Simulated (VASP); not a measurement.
Here is a VASP 6.6.1 calculation.

Contents of INCAR:

```
PREC     = Accurate       # precision mode
ENCUT    = 520            # plane-wave cutoff, eV
EDIFF    = 1E-6           # SCF threshold, eV
ISMEAR   = -1             # smearing method
SIGMA    = 0.05           # smearing width, eV
LREAL    = F              # projectors in reciprocal space
LASPH    = T              # aspherical terms in the spheres
NELM     = 60             # most SCF steps
ALGO     = Normal         # electronic algorithm
ISIF     = 2              # what is computed and relaxed
LWAVE    = F              # write WAVECAR
LCHARG   = T              # write CHGCAR
GGA      = PE             # functional
IVDW     = 12             # dispersion correction
LELF     = T              # ELF
LVHAR    = T            
NBANDS   = 33             # bands
```

The input KPOINTS:

```
regular mesh
0
Gamma
  6 6 9
```

POSCAR

```
TaN
1.0
    5.1892054879      0.0000000000      0.0000000000
   -2.5946027440      4.4939837780      0.0000000000
    0.0000000000      0.0000000000      2.9039766952
Ta N
3 3
Direct
    0.0000000000      0.0000000000      0.0000000000
    0.6666666667      0.3333333333      0.5000000000
    0.3333333333      0.6666666667      0.5000000000
    0.0000000000      0.3933812503      0.0000000000
    0.6066187497      0.6066187497      0.0000000000
    0.3933812503      0.0000000000      0.0000000000
```

Potentials or basis: VASP PAW PBE potentials, release 64 (Ta_pv, N).

Run with:

```console
$ cat potpaw_PBE.64/Ta_pv/POTCAR potpaw_PBE.64/N/POTCAR > POTCAR
$ mpirun -np 1 vasp_std > vasp.out
```

Predict the dispersion energy per atom.

-0.444 eV.

What does it give for the pressure?

0.7 GPa.

What does it give for the band gap on the k mesh?

Zero (band 24 reaches 10.15 eV, above the bottom of band 25 at 7.05 eV).

Stress tensor (GPa, compression positive):
```
0.80 0.00 0.00
0.00 0.80 0.00
0.00 0.00 0.64
```

Caveat: spin-orbit coupling is left out, which moves the levels of the heavy elements; pairwise dispersion overbinds metals, which lowers pressure and volume.
